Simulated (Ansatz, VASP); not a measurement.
**Re: VASP beside Ansatz**

```
CELL_PARAMETERS angstrom
0.00000 1.90408 1.90408
1.90408 0.00000 1.90408
1.90408 1.90408 0.00000
ATOMIC_POSITIONS crystal
Re 0.00000 0.00000 0.00000
```

Alike in both runs: task single point; functional LDA; k mesh 16 × 16 × 16; occupations fermi-dirac, width 0.1 eV; no spin polarisation.

|  | VASP | Ansatz |
| --- | --- | --- |
| version | VASP 6.6.1 | Ansatz 0.2.0 |
| potentials or method | VASP PAW LDA potentials, release 64 (Re), cutoff 520 eV | plane waves (420 eV) with PAW, scalar-relativistic |
| valence electrons in the cell | 7 | 15 |

Ansatz gave:

* pressure (GPa): 18.2

Task: Estimate VASP's values.

Result: Pressure (GPa): 20.4.

Ansatz warns that its potentials were made for another functional, while VASP's fit it. LDA's correlation is that of Perdew and Zunger in VASP and of Perdew and Wang (1992) in Ansatz. VASP's potentials hold 7 valence electrons a cell and Ansatz's 15, so a difference there can come from the potentials and not from the codes.

Neither program's run includes spin-orbit coupling.
